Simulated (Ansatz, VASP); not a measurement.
One calculation of Ag, two programs

INCAR

```
SYSTEM = Ag
PREC = Accurate
ENCUT = 400
EDIFF = 1E-8
ISMEAR = -1
SIGMA = 0.05
LREAL = .False.
LASPH = .True.
NELM = 120
ALGO = Normal
ISIF = 2
LWAVE = .False.
LCHARG = .False.
GGA = PS
LEFG = .True.
NBANDS = 12
GGA_COMPAT = .False.
```

Contents of KPOINTS:

```
regular mesh
0
Gamma
  15 15 15
  0 0 0
```

POSCAR

```
Ag
1.0
    0.0000000000      2.0431000000      2.0431000000
    2.0431000000      0.0000000000      2.0431000000
    2.0431000000      2.0431000000      0.0000000000
Ag
1
Direct
    0.0000000000      0.0000000000      0.0000000000
```

Input for Ansatz:

```yaml
crystal:
  lattice:
    - [0.0, 2.0431, 2.0431]
    - [2.0431, 0.0, 2.0431]
    - [2.0431, 2.0431, 0.0]
  atoms:
    - { symbol: Ag, position: [0.0, 0.0, 0.0] }
kpoints:
  mp_grid: { grid: [15, 15, 15] }
  band_path:
    path:
      - [0.0, 0.0, 0.0]
      - [0.5, 0.0, 0.5]
      - [0.625, 0.25, 0.625]
      - [0.375, 0.375, 0.75]
      - [0.0, 0.0, 0.0]
      - [0.5, 0.5, 0.5]
      - [0.5, 0.25, 0.75]
      - [0.5, 0.0, 0.5]
    npoints: 5
scf:
  occupations: { method: fermi_dirac, width: 0.05 }
hamiltonian:
  xc: pbesol
  pseudopotentials: { kind: paw }
output:
  forces: true
  stress: true
  eigenvalues: true
  efg: { contact_densities: true }
```

Alike in both runs: task electric field gradients; functional PBEsol; k mesh 15 × 15 × 15; occupations fermi-dirac, width 0.05 eV; no spin polarisation.

|  | VASP | Ansatz |
| --- | --- | --- |
| version | VASP 6.6.1 | Ansatz 0.2.0 |
| potentials or method | VASP PAW PBE potentials, release 64 (Ag) | PAW with Ansatz's default frozen-core files, scalar-relativistic |
| plane-wave cutoff (eV) | 400 | 420 |
| valence electrons in the cell | 11 | 19 |

Ansatz gave:

| Property | Result |
| --- | --- |
| pressure (GPa) | -2.7 |

**Question.** What did VASP give for the same quantities?

**Answer.** Pressure (GPa): -3.3.

VASP's potentials were made for PBE, not for PBEsol. VASP's potentials hold 11 valence electrons a cell and Ansatz's 19, so a difference there can come from the potentials and not from the codes.
